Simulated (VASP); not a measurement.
Write the native input for VASP 6.6.1 that does the following.

| Quantity | Value |
| --- | --- |
| Task | single point |
| Functional | PBE |
| Potentials or basis | VASP PAW PBE potentials, release 64 (Mg, Te) |
| Cutoff | 520 eV |
| k mesh | 12 × 12 × 4 |
| Occupations | gaussian, width 0.1 eV |
| Spin | no spin polarisation |
| Dipole correction | no |
| Further INCAR settings | ALGO = Fast; EDIFF = 1e-06; NBANDS = 20 |

The structure of Mg5Te2 lies in POSCAR:

```
Mg5Te2
1.0
    4.2426663091      0.0000000000      0.0000000000
   -2.1213331545      3.6742568035      0.0000000000
    0.0000000000      0.0000000000     12.3806950340
Mg Te
5 2
Direct
    0.3333333333      0.6666666667      0.7226150210
    0.6666666667      0.3333333333      0.5675881393
    0.6666666667      0.3333333333      0.2773849790
    0.3333333333      0.6666666667      0.4324118607
    0.0000000000      0.0000000000      0.0000000000
    0.6666666667      0.3333333333      0.8592344640
    0.3333333333      0.6666666667      0.1407655360
```

The input as run:

INCAR

```
SYSTEM = Mg5Te2
  PREC = Accurate
  ENCUT = 520
  EDIFF = 1E-6
  ISMEAR = 0
  SIGMA = 0.1
  LREAL = .FALSE.
  LASPH = .TRUE.
  NELM = 60
  ALGO = Fast
  ISIF = 2
  LWAVE = .FALSE.
  LCHARG = .TRUE.
  GGA = PE
  LELF = .TRUE.
  LVHAR = .TRUE.
  NBANDS = 20
```

KPOINTS

```
Automatic mesh
0
G
  12 12 4
  0 0 0
```

Potentials or basis: VASP PAW PBE potentials, release 64 (Mg, Te).

Command:

```bash
$ cat potpaw_PBE.64/Mg/POTCAR potpaw_PBE.64/Te/POTCAR > POTCAR
$ mpirun -np 1 vasp_std > vasp.out
```

It gave:

```yaml
Pressure: 0.0 GPa
Band_gap_on_the_k_mesh: zero (bands 11 and 12 overlap by 2.04 eV)
```

Caveat: spin-orbit coupling is left out, which moves the levels of the heavy elements.

Run time: 2.2 min on 1 thread of Intel(R) Xeon(R) 6975P-C (Granite Rapids), on a shared host, peak memory 0.46 GiB.
